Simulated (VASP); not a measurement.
Set up this calculation in VASP 6.6.1, as the native input.

```yaml
Task: electric field gradients
Functional: PBE
Potentials_or_basis: VASP PAW PBE potentials, release 64 (Mg)
Cutoff: 520 eV
k_mesh: 12 × 12 × 7
Occupations: fermi-dirac, width 0.08 eV
Spin: no spin polarisation
Dipole_correction: no
Further_INCAR_settings: ALGO = Normal; EDIFF = 1e-08; NBANDS = 9
```

The structure of Mg lies in POSCAR:

```
Mg
1.0
    3.1985381027      0.0000000000      0.0000000000
   -1.5992690513      2.7700152519      0.0000000000
    0.0000000000      0.0000000000      5.1929040170
Mg
2
Direct
    0.3333333333      0.6666666667      0.2500000000
    0.6666666667      0.3333333333      0.7500000000
```

This cell differs from its parent crystal: volume scaled by 0.99.

These files were run (other wordings do the same):

INCAR

```
SYSTEM = Mg
PREC     = Accurate       ! precision mode
ENCUT    = 520            ! plane-wave cutoff, eV
EDIFF    = 1E-8           ! SCF threshold, eV
ISMEAR   = -1             ! smearing method
SIGMA    = 0.08           ! smearing width, eV
LREAL    = .False.        ! projectors in reciprocal space
LASPH    = .True.         ! aspherical terms in the spheres
NELM     = 80             ! most SCF steps
ALGO     = Normal         ! electronic algorithm
ISIF     = 2              ! what is computed and relaxed
LWAVE    = .False.        ! write WAVECAR
LCHARG   = .False.        ! write CHGCAR
GGA      = PE             ! functional
LEFG     = .True.       
NBANDS   = 9              ! bands
```

KPOINTS

```
regular mesh
0
Gamma
  12 12 7
  0 0 0
```

Potentials or basis: VASP PAW PBE potentials, release 64 (Mg).

The run is started by

```bash
$ cat potpaw_PBE.64/Mg/POTCAR > POTCAR
$ mpirun -np 1 vasp_std > vasp.out
```

Results of the run:

```yaml
Pressure: -0.2 GPa
Band_gap_on_the_k_mesh: zero (band 2 reaches 3.62 eV, above the bottom of band 3 at 1.38 eV)
```

Caveat: without QUAD_EFG the Cq values of the log hold for a quadrupole moment of 1 mb, not for the nuclei.

Run time: 18 s on 1 thread of Intel(R) Xeon(R) Platinum 8488C (Sapphire Rapids), on a shared host, peak memory 0.17 GiB.
